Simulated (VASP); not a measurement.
Set up this calculation in VASP 6.6.1, as the native input.

* Task: relaxation of cell and atoms
* Functional: PBE
* Potentials or basis: VASP PAW PBE potentials, release 64 (Al, B, P)
* Cutoff: 600 eV
* k mesh: 6 × 6 × 6
* Occupations: gaussian, width 0.1 eV
* Spin: no spin polarisation
* Dipole correction: no
* Further INCAR settings: ALGO = Normal; EDIFF = 1e-07; IBRION = 2; EDIFFG = -0.04; NSW = 90; ISIF = 3

The structure of Al2BP3 lies in POSCAR:

```
Al2BP3
1.0
   -1.8005142900      1.8005142900      7.6389351900
    1.8005142900     -1.8005142900      7.6389351900
    1.8005142900      1.8005142900     -7.6389351900
Al B P
2 1 3
Direct
    0.8333333300      0.8333333300      0.0000000000
    0.1666666700      0.1666666700      0.0000000000
    0.5000000000      0.5000000000      0.0000000000
    0.4166666700      0.9166666700      0.5000000000
    0.0833333300      0.5833333300      0.5000000000
    0.7500000000      0.2500000000      0.5000000000
```

The input as run:

INCAR

```
PREC = Accurate
ENCUT = 600
EDIFF = 1E-7
ISMEAR = 0
SIGMA = 0.1
LREAL = False
LASPH = True
NELM = 60
ALGO = Normal
ISIF = 3
LWAVE = False
LCHARG = False
GGA = PE
IBRION = 2
NSW = 90
EDIFFG = -0.04
```

KPOINTS

```
regular mesh
0
Gamma
  6 6 6
```

Potentials or basis: VASP PAW PBE potentials, release 64 (Al, B, P).

Launch:

```bash
$ cat potpaw_PBE.64/Al/POTCAR potpaw_PBE.64/B/POTCAR potpaw_PBE.64/P/POTCAR > POTCAR
$ mpirun -np 1 vasp_std > vasp.out
```

It gave:

* Relaxed volume: 17.63 Å³/atom
* Relaxed cell: a = 8.447 Å, b = 8.447 Å, c = 8.447 Å, α = 155.22°, β = 155.22°, γ = 35.33°
* Space group after relaxing (to 0.1 Å): I-4m2 (No. 119)
* Energy gained by relaxing: 219.0 meV/atom
* Ionic steps: 9
* Pressure after relaxing: -0.1 GPa
* Largest force after relaxing: 0.017 eV/Å
* Band gap on the k mesh: 0.89 eV (least direct gap 1.05 eV)

Run time: 14 min on 1 thread of Intel(R) Xeon(R) 6975P-C (Granite Rapids) (shared host), peak memory 0.64 GiB.
